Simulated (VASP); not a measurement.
# GaP: single point with LDA

**What was measured.**

From “Stacking defects in GaP nanowires: Electronic structure and optical properties”, 2018, arxiv:1810.01194, for a bulk crystal of GaP at 10 K: band gap 2.34 eV (indirect).

The system is GaP.

```
Ga P
1.0
     0.00000    2.72525    2.72525
     2.72525    0.00000    2.72525
     2.72525    2.72525    0.00000
Ga P
1 1
Direct
  0.00000 0.00000 0.00000
  0.75000 0.75000 0.75000
```

```
Program                : VASP 6.6.1
Task                   : single point
Functional             : LDA
Potentials or basis    : VASP PAW LDA potentials, release 64 (Ga_d, P)
Cutoff                 : 520 eV
k mesh                 : 8 × 8 × 8
Occupations            : fermi-dirac, width 0.05 eV
Spin                   : no spin polarisation
Dipole correction      : no
Further INCAR settings : ALGO = Normal; EDIFF = 1e-06; NBANDS = 16
```

| Quantity | Value |
| --- | --- |
| Pressure | -2.7 GPa |
| Band gap on the k mesh | 1.49 eV, indirect (least direct gap 1.64 eV) |

Levels at points of the mesh, in eV from the valence-band top:
| k point | band 5 | band 6 | band 7 | band 8 | band 9 | band 10 | band 11 | band 12 | band 13 | band 14 |
| --- | --- | --- | --- | --- | --- | --- | --- | --- | --- | --- |
| (0.00, 0.00, 0.00) | -14.61 | -12.51 | 0.00 | 0.00 | 0.00 | 1.64 | 3.79 | 3.79 | 3.79 | 8.49 |
| (0.50, 0.00, 0.00) | -14.60 | -10.43 | -6.71 | -1.13 | -1.13 | 1.52 | 4.63 | 4.63 | 8.05 | 10.64 |
| (0.50, 0.50, 0.00) | -14.59 | -9.51 | -6.84 | -2.71 | -2.71 | 1.50 | 1.68 | 10.45 | 10.45 | 10.96 |

Wall time 17 s on 1 thread of AMD EPYC 7R43 64-Core Processor (Zen 3), with other jobs on the host, peak memory 0.12 GiB.

Against the measured gap of GaP, 2.34 eV (indirect; 10 K; quoted in “Stacking defects in GaP nanowires: Electronic structure and optical properties”, 2018, arxiv:1810.01194), the calculated 1.49 eV is off by -0.85 eV. Spin-orbit coupling on Ga is left out. The value is that of LDA on a finite k mesh, which can miss the band edges, without temperature or zero-point motion. Semilocal functionals fall short of measured gaps as a rule.
